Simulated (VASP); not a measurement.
## Ta: single point with PBE

Slab: Ta, a slab with vacuum.

```xyz
4
Lattice="3.3190 0.0000 0.0000 0.0000 3.3190 0.0000 0.0000 0.0000 18.9785" Properties=species:S:1:pos:R:3 pbc="T T T"
Ta    1.6595    1.6595    7.0000
Ta    0.0000    0.0000    8.6595
Ta    1.6595    1.6595   10.3061
Ta    0.0000    0.0000   11.7997
```

| Item | Value |
| --- | --- |
| Program | VASP 6.6.1 |
| Task | single point |
| Functional | PBE |
| Potentials or basis | VASP PAW PBE potentials, release 64 (Ta_pv) |
| Cutoff | 520 eV |
| k mesh | 9 × 9 × 1 |
| Occupations | gaussian, width 0.1 eV |
| Spin | no spin polarisation |

```json
{"Largest force": "0.819 eV/Å", "Band gap on the k mesh": "zero (band 22 reaches 0.03 eV, above the bottom of band 23 at -0.40 eV)"}
```

Forces in eV/Å, atoms in the order of the input:
```
Ta   0.000  0.000  0.810
Ta   0.000  0.000 -0.819
Ta   0.000  0.000  0.009
Ta   0.000  0.000  0.001
```

Levels at points of the mesh, in eV from the Fermi level:
```tsv
k point	band 18	band 19	band 20	band 21	band 22	band 23	band 24	band 25	band 26	band 27
(0.00, 0.00, 0.00)	-2.48	-0.17	-0.02	0.01	0.35	0.35	0.46	0.59	0.59	1.64
```

It took 3.3 min on 1 thread of Intel(R) Xeon(R) Platinum 8259CL CPU @ 2.50GHz (Skylake/Cascade Lake) (shared host), peak memory 0.34 GiB.

Caveat: spin-orbit coupling is left out, which moves the levels of the heavy elements.
